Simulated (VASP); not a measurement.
Input of a VASP 6.6.1 run:

Contents of INCAR:

```
SYSTEM = Co
PREC = Accurate ; ENCUT = 520
EDIFF = 1E-7 ; ISMEAR = -1
SIGMA = 0.1 ; LREAL = .False.
LASPH = .True. ; NELM = 100
ALGO = Normal ; ISIF = 2
LWAVE = .False. ; LCHARG = .True.
LELF = .True. ; LVHAR = .True.
NBANDS = 16
```

Contents of KPOINTS:

```
Automatic mesh
0
Gamma
  25 25 13
  0 0 0
```

POSCAR

```
Co
1.0
    2.4619227973      0.0000000000      0.0000000000
   -1.2309613986      2.1320876846      0.0000000000
    0.0000000000      0.0000000000      3.9661404526
Co
2
Direct
    0.3333333333      0.6666666667      0.2500000000
    0.6666666667      0.3333333333      0.7500000000
```

Potentials or basis: VASP PAW LDA potentials, release 64 (Co).

Launch:

```console
$ cat potpaw_LDA.64/Co/POTCAR > POTCAR
$ mpirun -np 1 vasp_std > vasp.out
```

(1) Predict the pressure.

(2) Estimate the band gap on the k mesh.

## Answers

(1) -20.3 GPa.

(2) zero (band 9 reaches 10.88 eV, above the bottom of band 10 at 9.35 eV).

Caveat: the run has no spin polarisation, though such a crystal can be magnetic.
